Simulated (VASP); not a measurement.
# ScGa3N2 (P3m1) in VASP: notebook

Runs on ScGa3N2. Level: PBE. Tasks: single point, relaxation of cell and atoms.

Program: VASP 6.6.1. These are calculated values, not measurements. Logs are shortened: lines on timing, memory, paths and dates and some standing lists are left out, and cuts for length are marked.

## 1. The cell of the first run

The structure is trigonal, space group P3m1 (No. 156). Conventional cell: a = 3.198 Å, b = 3.198 Å, c = 10.559 Å, α = 90.00°, β = 90.00°, γ = 120.00°. Within 3.8 Å of Sc (site symmetry 3m) lie 4 Ga at 2.89 to 3.01 Å and 6 Sc at 3.20 Å. Ga (site symmetry 3m) has 4 N at 1.95 to 1.97 Å within 2.6 Å. Within 2.6 Å of Ga (site symmetry 3m) lie 1 N at 1.95 Å. Ga (site symmetry 3m) has 3 N at 1.99 Å within 2.6 Å. Within 2.6 Å of N (site symmetry 3m) lie 4 Ga at 1.95 to 1.99 Å. N (site symmetry 3m) has 4 Ga at 1.95 to 1.97 Å within 2.6 Å.

The cell was generated, and may not be a known phase.

## 2. Single point, PBE

File INCAR:

```
SYSTEM = ScGa3N2
PREC = Accurate
ENCUT = 520
EDIFF = 1E-6
ISMEAR = 0
SIGMA = 0.15
LREAL = .FALSE.
LASPH = .TRUE.
NELM = 80
ALGO = Normal
ISIF = 2
LWAVE = .FALSE.
LCHARG = .FALSE.
GGA = PE
NBANDS = 39
```

File KPOINTS:

```
regular mesh
0
G
  4 4 2
  0 0 0
```

File POSCAR:

```
ScGa3N2
1.0
    3.1982303362      0.0000000024      0.0000000000
   -1.5991151702      2.7697487171      0.0000000000
    0.0000000000      0.0000000000     10.5588163387
Sc Ga N
1 3 2
Direct
    0.3333333333      0.6666666667      0.6962314211
    0.0000000000      0.0000000000      0.2354249432
    0.6666666667      0.3333333333      0.4854694680
    0.3333333333      0.6666666667      0.9808389993
    0.0000000000      0.0000000000      1.0509858790
    0.6666666667      0.3333333333      0.3010492594
```

Potentials or basis: VASP PAW PBE potentials, release 64 (Sc_sv, Ga_d, N).

Started as:

```bash
$ cat potpaw_PBE.64/Sc_sv/POTCAR potpaw_PBE.64/Ga_d/POTCAR potpaw_PBE.64/N/POTCAR > POTCAR
$ mpirun -np 1 vasp_std > vasp.out
```

OUTCAR:

```text
SYSTEM = ScGa3N2
   PREC = Accurate
   ENCUT = 520
   EDIFF = 1E-6
   ISMEAR = 0
   LREAL = .FALSE.
   LASPH = .TRUE.
   NELM = 80
   ISIF = 2
   GGA = PE

 ion  position               nearest neighbor table
   1  0.333  0.667  0.696-   3 2.89   3 2.89   3 2.89   4 3.01
   2  0.000  0.000  0.235-   5 1.95   6 1.97   6 1.97   6 1.97
   3  0.667  0.333  0.485-   6 1.95   1 2.89   1 2.89   1 2.89
   4  0.333  0.667  0.981-   5 1.99   5 1.99   5 1.99   1 3.01
   5  0.000  0.000  0.051-   2 1.95   4 1.99   4 1.99   4 1.99
   6  0.667  0.333  0.301-   3 1.95   2 1.97   2 1.97   2 1.97

  LATTYP: Found a hexagonal cell.
 ALAT       =     3.1982303362
 C/A-ratio  =     3.3014558768

  Lattice vectors:

 A1 = (   3.1982303362,   0.0000000024,   0.0000000000)
 A2 = (  -1.5991151702,   2.7697487171,   0.0000000000)
 A3 = (   0.0000000000,   0.0000000000,  10.5588163387)

Analysis of symmetry for initial positions (statically):
=====================================================================
 Subroutine PRICEL returns:
 Original cell was already a primitive cell.

 Routine SETGRP: Setting up the symmetry group for a
 hexagonal supercell.

 Subroutine GETGRP returns: Found  6 space group operations
 (whereof  6 operations were pure point group operations)
 out of a pool of 24 trial point group operations.

The static configuration has the point symmetry C_3v.

Analysis of symmetry for dynamics (positions and initial velocities):
=====================================================================
 Subroutine PRICEL returns:
 Original cell was already a primitive cell.

 Routine SETGRP: Setting up the symmetry group for a
 hexagonal supercell.

 Subroutine GETGRP returns: Found  6 space group operations
 (whereof  6 operations were pure point group operations)
 out of a pool of 24 trial point group operations.

The dynamic configuration has the point symmetry C_3v.

 Subroutine INISYM returns: Found  6 space group operations
 (whereof  6 operations are pure point group operations),
 and found     1 'primitive' translations

----------------------------------------------------------------------------------------

                                     Primitive cell

  volume of cell :      93.5331

  direct lattice vectors                    reciprocal lattice vectors
     3.198230336  0.000000002  0.000000000     0.312672914  0.180521792  0.000000000
[... 80 lines left out ...]
   NSW    =      0    number of steps for IOM
   IBRION =     -1    ionic relax: 0-MD 1-quasi-New 2-CG
   NFREE  =      0    steps in history (QN), initial steepest desc. (CG)
   ISIF   =      2    stress and relaxation
   ISYM   =      2    0-nonsym 1-usesym 2-fastsym
   POTIM  = 0.5000    time-step for ionic-motion
   TEBEG  =    0.0;   TEEND  =   0.0 temperature during run
   PSTRESS=    0.0 pullay stress
   NELECT =      60.0000    total number of electrons
   NUPDOWN=      -1.0000    fix difference up-down
   EMIN   =  10.00;   EMAX   =-10.00  energy-range for DOS
   EFERMI =   0.00;   METHOD = LEGACY
   ISMEAR =     0;   SIGMA  =   0.15  broadening in eV -4-tet -1-fermi 0-gaus
   EFERMI_NEDOS =   21; number of points for ismear=-14 and -15
   IALGO  =     38    algorithm
   IMIX   =      4    mixing-type and parameters
     AMIX     =   0.40;   BMIX     =  1.00
     AMIX_MAG =   1.60;   BMIX_MAG =  1.00
  volume/ion in A,a.u.               =      15.59       105.20
  Fermi-wavevector in a.u.,A,eV,Ry     =   1.411898  2.668101 27.122633  1.993457
  Thomas-Fermi vector in A             =   2.533703
   LORBIT       =      0    0 simple, 1 ext, 2 COOP (PROOUT), +10 PAW based schemes
   GGA     = PE    functional components
   LHFCALC =     F    Hartree Fock is set to
   AEXX    =    0.0000 exact exchange contribution
   IVDW    =     0    specifies the selected vdW correction
   LEPSILON=     F    determine dielectric tensor
   LRPA    =     F    only Hartree local field effects (RPA)
 non-spin polarized calculation
 Gauss-broadening in eV      SIGMA  =   0.15
  energy-cutoff  :      520.00
  volume of cell :       93.53
 maximum number of plane-waves:      2532
 NGX is ok and might be reduce to    24
   NGX = 11   NGY = 11   NGZ = 39

 number of electron      59.9999977 magnetization

 Free energy of the ion-electron system (eV)
  ---------------------------------------------------
  ext. energy  EPLUGINS =         0.00000000
  ---------------------------------------------------
  free energy    TOTEN  =       -32.60152902 eV

  energy without entropy =      -32.57250204  energy(sigma->0) =      -32.58701553

 E-fermi :   5.0519     XC(G=0): -10.7764

 val. band max:        4.9701054785   @ k =   0.2500   0.0000   0.5000
 cond. band min:       5.0849199875   @ k =   0.5000   0.0000   0.5000
 fundamental gap:      0.1148145091
 Fermi energy:         5.0518848276

 k-point     1 :       0.0000    0.0000    0.0000
  band No.  band energies     occupation
      1     -44.3980      2.00000
      2     -23.0007      2.00000
      3     -22.8794      2.00000
      4     -22.8794      2.00000
      5     -11.6320      2.00000
      6     -10.9939      2.00000
[... 325 lines left out ...]
     38      10.3422      0.00000
     39      10.5752      0.00000

------------------------ aborting loop because EDIFF is reached ----------------------------------------

  FORCE on cell =-STRESS in cart. coord.  units (eV):
  Direction    XX          YY          ZZ          XY          YZ          ZX
  --------------------------------------------------------------------------------------
  -------------------------------------------------------------------------------------
  Total        0.0403110      0.0403110      0.0649825     -0.0000000     -0.0000000      0.0000000
  in kB        0.6905082      0.6905082      1.1131196     -0.0000000     -0.0000000      0.0000000
  external PRESSURE =       0.8313787 kB  Pullay stress =       0.0000000 kB

 VOLUME and BASIS-vectors are now :
 -----------------------------------------------------------------------------
  energy-cutoff  :      520.00
  volume of cell :       93.53
      direct lattice vectors                 reciprocal lattice vectors
     3.198230336  0.000000002  0.000000000     0.312672914  0.180521792  0.000000000
    -1.599115170  2.769748717  0.000000000    -0.000000000  0.361043583  0.000000000
     0.000000000  0.000000000 10.558816339     0.000000000  0.000000000  0.094707585

 POSITION                                       TOTAL-FORCE (eV/Angst)
 -----------------------------------------------------------------------------------
     -0.00000      1.84650      7.35138         0.000000     -0.000000      0.011020
      0.00000      0.00000      2.48581         0.000000     -0.000000     -0.000270
      1.59912      0.92325      5.12598        -0.000000     -0.000000      0.012679
     -0.00000      1.84650     10.35650         0.000000      0.000000     -0.007296
      0.00000      0.00000      0.53835        -0.000000      0.000000     -0.014328
      1.59912      0.92325      3.17872        -0.000000     -0.000000     -0.001805
 -----------------------------------------------------------------------------------
    total drift:                               -0.000000      0.000002     -0.001725

  FREE ENERGIE OF THE ION-ELECTRON SYSTEM (eV)
  ---------------------------------------------------
  free  energy   TOTEN  =       -32.6015290241 eV

  energy  without entropy=      -32.5725020426  energy(sigma->0) =      -32.58701553
```

OSZICAR:

```text
N       E                     dE             d eps       ncg     rms          rms(c)
DAV:   1     0.674977004359E+03    0.67498E+03   -0.27925E+04   638   0.255E+03
DAV:   2     0.739727016866E+02   -0.60100E+03   -0.58109E+03   624   0.660E+02
DAV:   3    -0.291988708238E+02   -0.10317E+03   -0.97922E+02   802   0.209E+02
DAV:   4    -0.377944526364E+02   -0.85956E+01   -0.84928E+01   859   0.594E+01
DAV:   5    -0.381702376146E+02   -0.37578E+00   -0.37507E+00   782   0.118E+01    0.132E+01
DAV:   6    -0.329397304841E+02    0.52305E+01   -0.33239E+01  1082   0.475E+01    0.592E+00
DAV:   7    -0.327568515756E+02    0.18288E+00   -0.10964E+01   811   0.195E+01    0.381E+00
DAV:   8    -0.326299482892E+02    0.12690E+00   -0.11207E+00   793   0.117E+01    0.236E+00
DAV:   9    -0.326136959882E+02    0.16252E-01   -0.39216E-01   866   0.645E+00    0.799E-01
DAV:  10    -0.326038737245E+02    0.98223E-02   -0.80913E-02   765   0.323E+00    0.509E-01
DAV:  11    -0.326011051272E+02    0.27686E-02   -0.37849E-02   962   0.122E+00    0.189E-01
DAV:  12    -0.326013799811E+02   -0.27485E-03   -0.65619E-03   860   0.101E+00    0.886E-02
DAV:  13    -0.326015012362E+02   -0.12126E-03   -0.80021E-04   802   0.194E-01    0.612E-02
DAV:  14    -0.326015213663E+02   -0.20130E-04   -0.16428E-04   856   0.134E-01    0.966E-03
DAV:  15    -0.326015281954E+02   -0.68291E-05   -0.51686E-05   802   0.658E-02    0.642E-03
DAV:  16    -0.326015293295E+02   -0.11341E-05   -0.70114E-06   770   0.206E-02    0.465E-03
DAV:  17    -0.326015290241E+02    0.30537E-06   -0.99923E-07   492   0.128E-02
   1 F= -.32601529E+02 E0= -.32587016E+02  d E =-.290270E-01
```

stdout:

```text
POSCAR found type information on POSCAR ScGaN
 POSCAR found :  3 types and       6 ions
 scaLAPACK will be used
 LDA part: xc-table for (Slater+PW92), standard interpolation
 POSCAR, INCAR and KPOINTS ok, starting setup
 FFT: planning ... GRIDC
 FFT: planning ... GRID_SOFT
 FFT: planning ... GRID
 WAVECAR not read
 entering main loop
```

Wall time 42 s (1 thread of Intel Xeon Platinum 8488C (Sapphire Rapids), shared host); peak memory 0.2 GiB.

Results:

```
Free energy            : -32.6015 eV
Pressure               : 0.1 GPa
Largest force          : 0.014 eV/Å
Band gap on the k mesh : 0.11 eV (least direct gap 0.38 eV)
```

Forces in eV/Å, atoms in the order of the input:
```
Sc   0.000  0.000  0.011
Ga   0.000  0.000  0.000
Ga   0.000  0.000  0.013
Ga   0.000  0.000 -0.007
N    0.000  0.000 -0.014
N    0.000  0.000 -0.002
```

Levels at points of the mesh, in eV from the valence-band top:
| k point | band 26 | band 27 | band 28 | band 29 | band 30 | band 31 | band 32 | band 33 | band 34 | band 35 |
| --- | --- | --- | --- | --- | --- | --- | --- | --- | --- | --- |
| (0.00, 0.00, 0.00) | -1.78 | -1.49 | -1.12 | -1.12 | -0.92 | 1.69 | 1.69 | 1.70 | 3.10 | 3.10 |
| (0.50, 0.00, 0.00) | -3.24 | -2.64 | -2.25 | -2.16 | -0.40 | 0.19 | 0.65 | 2.35 | 2.64 | 4.02 |
| (0.00, 0.00, 0.50) | -1.78 | -1.78 | -1.12 | -1.12 | -0.25 | 1.69 | 1.69 | 1.85 | 3.10 | 3.10 |
| (0.50, 0.00, 0.50) | -3.24 | -2.70 | -2.30 | -2.25 | -0.27 | 0.11 | 0.72 | 2.34 | 2.96 | 3.66 |

Caveat: the k points lie up to 0.57 Å⁻¹ apart; semilocal functionals underestimate gaps, and a narrow one can read as zero. A k mesh can miss the band edges.

## 3. Relaxation of cell and atoms, PBE

This run uses another cell than the first one, of 19.05 Å³/atom.

File INCAR:

```
  PREC = Accurate
  ENCUT = 600
  EDIFF = 1E-7
  ISMEAR = 0
  SIGMA = 0.15
  LREAL = F
  LASPH = T
  NELM = 80
  ALGO = Normal
  ISIF = 3
  LWAVE = F
  LCHARG = F
  GGA = PE
  IBRION = 2
  NSW = 36
  EDIFFG = -0.08
```

File KPOINTS:

```
regular mesh
0
Gamma
  4 4 2
```

File POSCAR:

```
ScGa3N2
1.0
    3.7900394500      0.0000000000      0.0000000000
   -1.8950197300      3.2822704500      0.0000000000
    0.0000000000      0.0000000000      9.1858481900
Sc Ga N
1 3 2
Direct
    0.3333333300      0.6666666700      0.6628438200
    0.0000000000      0.0000000000      0.2506069500
    0.6666666700      0.3333333300      0.5939947400
    0.3333333300      0.6666666700      0.9075262000
    0.0000000000      0.0000000000      0.9967239500
    0.6666666700      0.3333333300      0.3383043100
```

Potentials or basis: VASP PAW PBE potentials, release 64 (Sc_sv, Ga_d, N).

Started as:

```bash
$ cat potpaw_PBE.64/Sc_sv/POTCAR potpaw_PBE.64/Ga_d/POTCAR potpaw_PBE.64/N/POTCAR > POTCAR
$ mpirun -np 1 vasp_std > vasp.out
```

OUTCAR:

```text
PREC = Accurate
   ENCUT = 600
   EDIFF = 1E-7
   ISMEAR = 0
   LREAL = F
   LASPH = T
   NELM = 80
   ISIF = 3
   GGA = PE
   IBRION = 2
   NSW = 36
   EDIFFG = -0.08

 ion  position               nearest neighbor table
   1  0.333  0.667  0.663-   4 2.25   3 2.28   3 2.28   3 2.28
   2  0.000  0.000  0.251-   6 2.33   6 2.33   6 2.33   5 2.33
   3  0.667  0.333  0.594-   1 2.28   1 2.28   1 2.28   6 2.35
   4  0.333  0.667  0.908-   1 2.25   5 2.34   5 2.34   5 2.34
   5  0.000  0.000  0.997-   2 2.33   4 2.34   4 2.34   4 2.34
   6  0.667  0.333  0.338-   2 2.33   2 2.33   2 2.33   3 2.35

  LATTYP: Found a hexagonal cell.
 ALAT       =     3.7900394500
 C/A-ratio  =     2.4236814184

  Lattice vectors:
[... 178 lines left out ...]
  -------------------------------------------------------------------------------------
  Total        0.8290843      0.8290843      1.4751361     -0.0000000      0.0000000     -0.0000000
  in kB       11.6244369     11.6244369     20.6826089     -0.0000000      0.0000000     -0.0000000
  external PRESSURE =      14.6438276 kB  Pullay stress =       0.0000000 kB
[... 742 lines left out ...]
     35       6.6676      0.00000
     36       7.0132      0.00000

[... ionic steps 4 to 23 ...]

--------------------------------------- Ionic step       24  -------------------------------------------

 number of electron      60.0000012 magnetization

------------------------ aborting loop because EDIFF is reached ----------------------------------------
[... 75 lines left out ...]
--------------------------------------- Ionic step       26  -------------------------------------------

 number of electron      60.0000009 magnetization

 Free energy of the ion-electron system (eV)
  ---------------------------------------------------
  ext. energy  EPLUGINS =         0.00000000
  ---------------------------------------------------
  free energy    TOTEN  =       -32.61722259 eV

  energy without entropy =      -32.58785338  energy(sigma->0) =      -32.60253798

 E-fermi :   5.0550     XC(G=0): -10.7706

 val. band max:        4.9725373171   @ k =   0.2500   0.0000   0.5000
 cond. band min:       5.0880398798   @ k =   0.5000   0.0000   0.5000
 fundamental gap:      0.1155025627
 Fermi energy:         5.0550279253
[... 343 lines left out ...]
  FREE ENERGIE OF THE ION-ELECTRON SYSTEM (eV)
  ---------------------------------------------------
  free  energy   TOTEN  =       -32.6172225891 eV

  energy  without entropy=      -32.5878533790  energy(sigma->0) =      -32.60253798

 reached required accuracy - stopping structural energy minimisation
```

OSZICAR:

```text
N       E                     dE             d eps       ncg     rms          rms(c)
DAV:   1     0.719444239317E+03    0.71944E+03   -0.31236E+04   584   0.287E+03
DAV:   2     0.914461094151E+02   -0.62800E+03   -0.61786E+03   600   0.720E+02
DAV:   3    -0.171348754707E+02   -0.10858E+03   -0.10491E+03   724   0.236E+02
[... 361 lines left out ...]
DAV:   4    -0.326172458208E+02    0.24061E-03   -0.88197E-04   820   0.279E-01    0.378E-02
DAV:   5    -0.326172219217E+02    0.23899E-04   -0.15702E-04   872   0.101E-01    0.114E-02
DAV:   6    -0.326172224764E+02   -0.55471E-06   -0.31805E-05   692   0.597E-02    0.492E-03
DAV:   7    -0.326172226137E+02   -0.13727E-06   -0.52707E-06   784   0.169E-02    0.215E-03
DAV:   8    -0.326172225891E+02    0.24560E-07   -0.71704E-07   688   0.991E-03
  26 F= -.32617223E+02 E0= -.32602538E+02  d E =-.258789E-02
```

CONTCAR:

```text
ScGa3N2
   1.00000000000000
     3.2025106916509261    0.0000000007875716    0.0000000000000000
    -1.6012553493683104    2.7734556173021168   -0.0000000000000000
     0.0000000000000000   -0.0000000000000000   10.5414381059597773
  Sc              Ga              N
     1     3     2
Direct
     0.3333333300000021    0.6666666699999979    0.6961115818579788
     0.0000000000000000    0.0000000000000000    0.2355926113519693
     0.6666666699999979    0.3333333300000021    0.4855002832409209
     0.3333333300000021    0.6666666699999979    0.9813364094691124
     0.0000000000000000    0.0000000000000000    0.0509785484859788
     0.6666666699999979    0.3333333300000021    0.3004805355940376

  0.00000000E+00  0.00000000E+00  0.00000000E+00
  0.00000000E+00  0.00000000E+00  0.00000000E+00
  0.00000000E+00  0.00000000E+00  0.00000000E+00
  0.00000000E+00  0.00000000E+00  0.00000000E+00
  0.00000000E+00  0.00000000E+00  0.00000000E+00
  0.00000000E+00  0.00000000E+00  0.00000000E+00
```

It took 22 min on 1 thread of Intel Xeon Platinum 8488C (Sapphire Rapids), shared host; peak memory 0.29 GiB.

Results:

| Property | Result |
| --- | --- |
| Free energy | -32.6172 eV |
| Relaxed volume | 15.60 Å³/atom |
| Relaxed cell | a = 3.203 Å, b = 3.203 Å, c = 10.541 Å, α = 90.00°, β = 90.00°, γ = 120.00° |
| Space group after relaxing (to 0.1 Å) | P3m1 (No. 156) |
| Energy gained by relaxing | 1366.5 meV/atom |
| Ionic steps | 26 |
| Pressure after relaxing | 0.0 GPa |
| Largest force after relaxing | 0.068 eV/Å |
| Band gap on the k mesh | 0.12 eV (least direct gap 0.38 eV) |

Forces on the atoms (eV/Å):
```
Sc   0.000  0.000  0.024
Ga   0.000  0.000 -0.010
Ga   0.000  0.000 -0.008
Ga   0.000  0.000 -0.054
N    0.000  0.000 -0.020
N    0.000  0.000  0.068
```

Step by step:
```csv
step,energy change (eV),largest force (eV/Å),pressure (GPa),volume (Å³)
1,0.0000,6.7796,1.46,114.27
2,-2.3056,5.0752,-3.73,117.17
3,-2.8388,4.3394,-4.48,118.79
4,-2.8940,3.9657,-2.92,122.06
5,-3.0356,3.5536,-4.15,120.48
6,-4.6078,5.7749,-1.44,111.17
7,-4.7369,7.7299,0.40,108.57
8,-5.2380,6.8027,0.02,106.65
9,-6.3381,4.7815,0.53,100.86
10,-5.8298,5.0547,17.17,89.21
11,-6.6566,4.9033,3.35,96.70
12,-7.0091,3.0219,0.64,97.94
13,-7.4118,1.4417,-4.51,101.65
14,-7.5604,1.4144,-3.43,100.15
15,-7.8777,1.2658,0.34,95.66
16,-7.7156,1.8409,10.79,86.79
17,-7.9640,1.2877,3.55,92.49
18,-8.1063,0.9600,1.48,93.43
19,-8.1684,0.5120,-0.53,94.45
20,-8.1688,0.4822,-0.69,94.54
21,-8.1887,0.2080,-0.02,94.06
22,-8.1895,0.1782,0.11,93.95
23,-8.1926,0.1442,-0.02,94.00
24,-8.1963,0.2136,-0.36,94.13
25,-8.1985,0.0844,-0.11,93.81
26,-8.1989,0.0680,0.03,93.63
```

Final structure:
```yaml
crystal:
  lattice:
    - [3.20251, 0.00000, 0.00000]
    - [-1.60126, 2.77346, 0.00000]
    - [0.00000, 0.00000, 10.54144]
  atoms:
    - { symbol: Sc, position: [0.33333, 0.66667, 0.69611] }
    - { symbol: Ga, position: [0.00000, 0.00000, 0.23559] }
    - { symbol: Ga, position: [0.66667, 0.33333, 0.48550] }
    - { symbol: Ga, position: [0.33333, 0.66667, 0.98134] }
    - { symbol: N, position: [0.00000, 0.00000, 0.05098] }
    - { symbol: N, position: [0.66667, 0.33333, 0.30048] }
```

Caveat: the k points lie up to 0.57 Å⁻¹ apart in the final cell; the volume moved by over 15 % at a fixed basis, so the end points are rough; semilocal functionals underestimate gaps, and a narrow one can read as zero; the relaxation stopped at a loose force limit of 0.08 eV/Å, so its end isn't a converged minimum. A k mesh can miss the band edges.
